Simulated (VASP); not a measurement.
Os:

```
Os
1.0
     2.73938    0.00000    0.00000
    -1.36969    2.37237    0.00000
     0.00000    0.00000    4.31382
Os
2
Direct
  0.33333 0.66667 0.25000
  0.66667 0.33333 0.75000
```

Base run:

| Quantity | Value |
| --- | --- |
| Program | VASP 6.6.1 |
| Functional | r2SCAN |
| Potentials or basis | VASP PAW PBE potentials, release 64 (Os) |
| Cutoff | 520 eV |
| k mesh | 13 × 13 × 7 |
| Occupations | fermi-dirac, width 0.1 eV |
| Spin | no spin polarisation |

Its results: band gap on the k mesh zero (bands 8 and 9 overlap by 3.97 eV); pressure 1.0 GPa.

Problem. The run is repeated on the same cell with these changes: k mesh from 13 × 13 × 7 to 2 × 2 × 1. What comes out?

Solution. Band gap on the k mesh zero (bands 8 and 9 overlap by 3.30 eV); pressure 8.2 GPa.

Caveats: some runs use coarse meshes; the PAW data sets were made with another functional, which shifts forces and pressure a little; spin-orbit coupling is left out, which moves the levels of the heavy elements.
